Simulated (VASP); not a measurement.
# WSe2 in VASP: single point with PBE+D3(BJ)

Aim: the single point of WSe2 with PBE+D3(BJ).

Program: VASP 6.6.1. These are calculated values, not measurements. Logs are shortened: lines on timing, memory, paths and dates and some standing lists are left out, and cuts for length are marked.

### 1 The cell of the first run

The cell holds a slab with vacuum, 6 atoms: a = 3.285 Å, b = 3.285 Å, c = 24.239 Å, α = 90.00°, β = 90.00°, γ = 120.00°.

### 2 Single point, PBE+D3(BJ) (layers slid over each other, then relaxed in part)

The input, INCAR:

```
SYSTEM = WSe2
ALGO = Normal
DIPOL = 0.5 0.5 0.393
EDIFF = 1E-6
ENCUT = 520
GGA = PE
IDIPOL = 3
ISIF = 2
ISMEAR = 0
IVDW = 12
LASPH = .True.
LCHARG = .True.
LDIPOL = .True.
LELF = .True.
LREAL = .False.
LVACPOTAV = .True.
LVHAR = .True.
LWAVE = .False.
NBANDS = 35
NELM = 60
PREC = Accurate
SIGMA = 0.05
```

The input, KPOINTS:

```
k-points
0
Gamma
  9 9 1
  0 0 0
```

The input, POSCAR:

```
WSe2
1.0
    3.2854926209      0.0000000000      0.0000000000
   -1.6427463104      2.8453200736      0.0000000000
    0.0000000000      0.0000000000     24.2386466044
Se W
4 2
Direct
    0.3333333333      0.6666666667      0.1856539300
    0.3333333333      0.6666666667      0.3245712151
    0.3333333333      1.0000000000      0.4621599169
    0.3333333333      1.0000000000      0.6010730548
    0.6666666667      0.3333333333      0.2551445255
    0.6666666667      0.6666666667      0.5315843959
```

Potentials or basis: VASP PAW PBE potentials, release 64 (Se, W_sv).

On the command line:

```sh
> cat potpaw_PBE.64/Se/POTCAR potpaw_PBE.64/W_sv/POTCAR > POTCAR
> mpirun -np 1 vasp_std > vasp.out
```

OUTCAR:

```text
SYSTEM = WSe2
   EDIFF = 1E-6
   ENCUT = 520
   GGA = PE
   ISIF = 2
   ISMEAR = 0
   IVDW = 12
   LASPH = .True.
   LREAL = .False.
   NELM = 60
   PREC = Accurate
 IVDW          = 12

 ion  position               nearest neighbor table
   1  0.333  0.667  0.186-   5 2.54   5 2.54   5 2.54
   2  0.333  0.667  0.325-   5 2.54   5 2.54   5 2.54
   3  0.333  0.000  0.462-   6 2.54   6 2.54   6 2.54
   4  0.333  0.000  0.601-   6 2.54   6 2.54   6 2.54
   5  0.667  0.333  0.255-   2 2.54   2 2.54   2 2.54   1 2.54   1 2.54   1 2.54
   6  0.667  0.667  0.532-   3 2.54   3 2.54   3 2.54   4 2.54   4 2.54   4 2.54

  LATTYP: Found a hexagonal cell.
 ALAT       =     3.2854926209
 C/A-ratio  =     7.3774771096

  Lattice vectors:

 A1 = (   3.2854926209,   0.0000000000,   0.0000000000)
 A2 = (  -1.6427463104,   2.8453200736,   0.0000000000)
 A3 = (   0.0000000000,   0.0000000000,  24.2386466044)

Analysis of symmetry for initial positions (statically):
=====================================================================
 Subroutine PRICEL returns:
 Original cell was already a primitive cell.

 Routine SETGRP: Setting up the symmetry group for a
 hexagonal supercell.

 Subroutine GETGRP returns: Found  2 space group operations
 (whereof  1 operations were pure point group operations)
 out of a pool of 24 trial point group operations.

The static configuration has the point symmetry C_1 .
 The point group associated with its full space group is C_2 .

Analysis of symmetry for dynamics (positions and initial velocities):
=====================================================================
 Subroutine PRICEL returns:
 Original cell was already a primitive cell.

 Routine SETGRP: Setting up the symmetry group for a
 hexagonal supercell.

 Subroutine GETGRP returns: Found  2 space group operations
 (whereof  1 operations were pure point group operations)
 out of a pool of 24 trial point group operations.

The dynamic configuration has the point symmetry C_1 .
 The point group associated with its full space group is C_2 .

 Subroutine INISYM returns: Found  2 space group operations
 (whereof  1 operations are pure point group operations),
 and found     1 'primitive' translations

----------------------------------------------------------------------------------------

                                     Primitive cell

  volume of cell :     226.5896

  direct lattice vectors                    reciprocal lattice vectors
     3.285492621  0.000000000  0.000000000     0.304368360  0.175727154  0.000000000
    -1.642746310  2.845320074  0.000000000     0.000000000  0.351454309  0.000000000
     0.000000000  0.000000000 24.238646604     0.000000000  0.000000000  0.041256429

  length of vectors
     3.285492621  3.285492621 24.238646604     0.351454309  0.351454309  0.041256429

  position of ions in fractional coordinates (direct lattice)
     0.333333333  0.666666667  0.185653930
     0.333333333  0.666666667  0.324571215
     0.333333333  0.000000000  0.462159917
     0.333333333  0.000000000  0.601073055
     0.666666667  0.333333333  0.255144526
     0.666666667  0.666666667  0.531584396

  ion indices of the primitive-cell ions
   primitive index   ion index
                 1           1
                 2           2
                 3           3
                 4           4
                 5           5
                 6           6

----------------------------------------------------------------------------------------

 KPOINTS: k-points

Automatic generation of k-mesh.
 Grid dimensions read from file:
 generate k-points for:    9    9    1

 Generating k-lattice:

  Cartesian coordinates                     Fractional coordinates (reciprocal lattice)
     0.033818707  0.019525239  0.000000000     0.111111111  0.000000000  0.000000000
     0.000000000  0.039050479  0.000000000     0.000000000  0.111111111  0.000000000
     0.000000000  0.000000000  0.041256429     0.000000000  0.000000000  1.000000000

  Length of vectors
     0.039050479  0.039050479  0.041256429

  Shift w.r.t. Gamma in fractional coordinates (k-lattice)
     0.000000000  0.000000000  0.000000000

 Subroutine IBZKPT returns following result:
 ===========================================

 Found     25 irreducible k-points:

 Following reciprocal coordinates:
            Coordinates               Weight
  0.000000  0.000000  0.000000      1.000000
  0.111111  0.000000  0.000000      2.000000
  0.000000  0.111111  0.000000      4.000000
  0.222222  0.000000  0.000000      2.000000
  0.000000  0.222222  0.000000      4.000000
  0.333333  0.000000  0.000000      2.000000
[... 16 lines left out ...]
 -0.222222 -0.444444  0.000000      4.000000
  0.444444  0.333333  0.000000      4.000000
   k-points           NKPTS =     25   k-points in BZ     NKDIM =     25   number of bands    NBANDS=     35
   number of dos      NEDOS =    301   number of ions     NIONS =      6
   total plane-waves  NPLWV = 103680
   dimension x,y,z NGX =    24 NGY =   24 NGZ =  180
   dimension x,y,z NGXF=    48 NGYF=   48 NGZF=  360
   ions per type =               4   2
   NGX,Y,Z   is equivalent  to a cutoff of  12.14, 12.14, 12.35 a.u.
   NGXF,Y,Z  is equivalent  to a cutoff of  24.29, 24.29, 24.69 a.u.
 SYSTEM =  WSe2
   PREC   = accura    normal or accurate (medium, high low for compatibility)
   ISTART =      0    job   : 0-new  1-cont  2-samecut
   ICHARG =      2    charge: 1-file 2-atom 10-const
   ISPIN  =      1    spin polarized calculation?
   LNONCOLLINEAR =      F non collinear calculations
   LSORBIT =      F    spin-orbit coupling
   LASPH  =      T    aspherical Exc in radial PAW
   ENCUT  =  520.0 eV  38.22 Ry    6.18 a.u.   6.11  6.11 45.07*2*pi/ulx,y,z
   NELM   =     60;   NELMIN=  2; NELMDL= -5     # of ELM steps
   EDIFF  = 0.1E-05   stopping-criterion for ELM
   LREAL  =      F    real-space projection
   EDIFFG = 0.1E-04   stopping-criterion for IOM
   NSW    =      0    number of steps for IOM
   IBRION =     -1    ionic relax: 0-MD 1-quasi-New 2-CG
   NFREE  =      0    steps in history (QN), initial steepest desc. (CG)
   ISIF   =      2    stress and relaxation
   ISYM   =      2    0-nonsym 1-usesym 2-fastsym
   POTIM  = 0.5000    time-step for ionic-motion
   TEBEG  =    0.0;   TEEND  =   0.0 temperature during run
   PSTRESS=    0.0 pullay stress
   NELECT =      52.0000    total number of electrons
   NUPDOWN=      -1.0000    fix difference up-down
   EMIN   =  10.00;   EMAX   =-10.00  energy-range for DOS
   EFERMI =   0.00;   METHOD = LEGACY
   ISMEAR =     0;   SIGMA  =   0.05  broadening in eV -4-tet -1-fermi 0-gaus
   EFERMI_NEDOS =   21; number of points for ismear=-14 and -15
   IALGO  =     38    algorithm
   IMIX   =      4    mixing-type and parameters
     AMIX     =   0.40;   BMIX     =  1.00
     AMIX_MAG =   1.60;   BMIX_MAG =  1.00
  volume/ion in A,a.u.               =      37.76       254.85
  Fermi-wavevector in a.u.,A,eV,Ry     =   1.002296  1.894065 13.668373  1.004597
  Thomas-Fermi vector in A             =   2.134774
   LORBIT       =      0    0 simple, 1 ext, 2 COOP (PROOUT), +10 PAW based schemes
   GGA     = PE    functional components
   LHFCALC =     F    Hartree Fock is set to
   AEXX    =    0.0000 exact exchange contribution
   IVDW    =    12    specifies the selected vdW correction
   LEPSILON=     F    determine dielectric tensor
   LRPA    =     F    only Hartree local field effects (RPA)
 non-spin polarized calculation
 Gauss-broadening in eV      SIGMA  =   0.05
  energy-cutoff  :      520.00
  volume of cell :      226.59
 maximum number of plane-waves:      6144
   NGX = 13   NGY = 13   NGZ = 91

 dipolmoment           0.000000      0.000000      0.000030 electrons x Angstroem

 number of electron      51.9999993 magnetization

 dipolmoment           0.000000      0.000000     -0.000050 electrons x Angstroem

 Free energy of the ion-electron system (eV)
  ---------------------------------------------------
  ext. energy  EPLUGINS =         0.00000000
  ---------------------------------------------------
  free energy    TOTEN  =       -43.16176505 eV

  energy without entropy =      -43.16176505  energy(sigma->0) =      -43.16176505

 E-fermi :   1.2858     XC(G=0):  -6.2360

 val. band max:        0.8807169705   @ k =   0.3333   0.3333   0.0000
 cond. band min:       2.4015605560   @ k =   0.2222   0.1111   0.0000
 fundamental gap:      1.5208435856
 Fermi energy:         1.2857742768

 k-point     1 :       0.0000    0.0000    0.0000
  band No.  band energies     occupation
      1     -73.1805      2.00000
      2     -73.1736      2.00000
      3     -37.4280      2.00000
      4     -37.4212      2.00000
      5     -37.2930      2.00000
      6     -37.2920      2.00000
[... 27 lines left out ...]
     34       4.0340      0.00000
     35       5.2016      0.00000

 k-point     2 :       0.1111    0.0000    0.0000
  band No.  band energies     occupation
      1     -73.1793      2.00000
      2     -73.1724      2.00000
      3     -37.4227      2.00000
      4     -37.4160      2.00000
      5     -37.3202      2.00000
      6     -37.3132      2.00000
[... 27 lines left out ...]
     34       4.1723      0.00000
     35       5.6120      0.00000

 k-point     3 :       0.0000    0.1111    0.0000
  band No.  band energies     occupation
      1     -73.1793      2.00000
      2     -73.1724      2.00000
      3     -37.4227      2.00000
      4     -37.4160      2.00000
      5     -37.3200      2.00000
      6     -37.3138      2.00000
[... 27 lines left out ...]
     34       4.1634      0.00000
     35       5.6150      0.00000

 k-point     4 :       0.2222    0.0000    0.0000
  band No.  band energies     occupation
      1     -73.1762      2.00000
      2     -73.1693      2.00000
      3     -37.4094      2.00000
      4     -37.4026      2.00000
      5     -37.3899      2.00000
      6     -37.3829      2.00000
[... 27 lines left out ...]
     34       4.7340      0.00000
     35       6.2693      0.00000

 k-point     5 :       0.0000    0.2222    0.0000
  band No.  band energies     occupation
      1     -73.1762      2.00000
      2     -73.1693      2.00000
      3     -37.4095      2.00000
      4     -37.4026      2.00000
      5     -37.3896      2.00000
      6     -37.3835      2.00000
[... 638 lines left out ...]
 k-point    22 :       0.3333    0.2222    0.0000
  band No.  band energies     occupation
      1     -73.1694      2.00000
      2     -73.1625      2.00000
      3     -37.4908      2.00000
      4     -37.4841      2.00000
      5     -37.4031      2.00000
      6     -37.3957      2.00000
[... 27 lines left out ...]
     34       5.7096      0.00000
     35       6.0781      0.00000

 k-point    23 :      -0.2222   -0.4444    0.0000
  band No.  band energies     occupation
      1     -73.1694      2.00000
      2     -73.1625      2.00000
      3     -37.4910      2.00000
      4     -37.4845      2.00000
      5     -37.4028      2.00000
      6     -37.3954      2.00000
[... 27 lines left out ...]
     34       5.5931      0.00000
     35       6.2762      0.00000

 k-point    24 :       0.4444    0.3333    0.0000
  band No.  band energies     occupation
      1     -73.1694      2.00000
      2     -73.1625      2.00000
      3     -37.4916      2.00000
      4     -37.4837      2.00000
      5     -37.4024      2.00000
      6     -37.3961      2.00000
[... 27 lines left out ...]
     34       5.6063      0.00000
     35       6.2687      0.00000

 [... further k-points ...]

------------------------ aborting loop because EDIFF is reached ----------------------------------------

 Edisp (eV)   -2.35568

 E8    (eV) :    -1.0827

  FORCE on cell =-STRESS in cart. coord.  units (eV):
  Direction    XX          YY          ZZ          XY          YZ          ZX
  --------------------------------------------------------------------------------------
  -------------------------------------------------------------------------------------
  Total       0.03063     0.11140     0.27036    -0.06995     0.28872    -0.16669
  in kB       0.21658     0.78767     1.91169    -0.49458     2.04152    -1.17867
  external pressure =        0.97 kB  Pullay stress =        0.00 kB

 VOLUME and BASIS-vectors are now :
 -----------------------------------------------------------------------------
  energy-cutoff  :      520.00
  volume of cell :      226.59
      direct lattice vectors                 reciprocal lattice vectors
     3.285492621  0.000000000  0.000000000     0.304368360  0.175727154  0.000000000
    -1.642746310  2.845320074  0.000000000     0.000000000  0.351454309  0.000000000
     0.000000000  0.000000000 24.238646604     0.000000000  0.000000000  0.041256429

 POSITION                                       TOTAL-FORCE (eV/Angst)
 -----------------------------------------------------------------------------------
     -0.00000      1.89688      4.50000         0.001617      0.001982     -0.046820
     -0.00000      1.89688      7.86717         0.032229     -0.060674      0.046767
      1.09516      0.00000     11.20213        -0.036430      0.058248     -0.046767
      1.09516      0.00000     14.56920         0.002525      0.000409      0.046820
      1.64275      0.94844      6.18436         0.008507     -0.014666     -0.000949
      1.09516      1.89688     12.88489        -0.008448      0.014701      0.000949
 -----------------------------------------------------------------------------------
    total drift:                                0.000116      0.000168     -0.005379

  FREE ENERGIE OF THE ION-ELECTRON SYSTEM (eV)
  ---------------------------------------------------
  free  energy   TOTEN  =       -45.5174402606 eV

  energy  without entropy=      -45.5174402606  energy(sigma->0) =      -45.51744026

 vacuum level on the upper side and lower side of the slab         5.925         5.926
```

Run time: 6.9 min. Hardware: 1 thread of Intel Xeon 8259CL, shared host; peak memory 0.39 GiB.

Results:

```
Free energy                : -45.5174 eV
Largest force              : 0.083 eV/Å
Band gap on the k mesh     : 1.52 eV (least direct gap 1.64 eV)
Dispersion energy per atom : -0.393 eV
```

Forces on the atoms (eV/Å):
```
Se   0.002  0.002 -0.047
Se   0.032 -0.061  0.047
Se  -0.036  0.058 -0.047
Se   0.003  0.000  0.047
W    0.009 -0.015 -0.001
W   -0.008  0.015  0.001
```

Caveat: the cell differs from its parent crystal (layers slid over each other, then relaxed in part); spin-orbit coupling is left out, which moves the levels of the heavy elements.
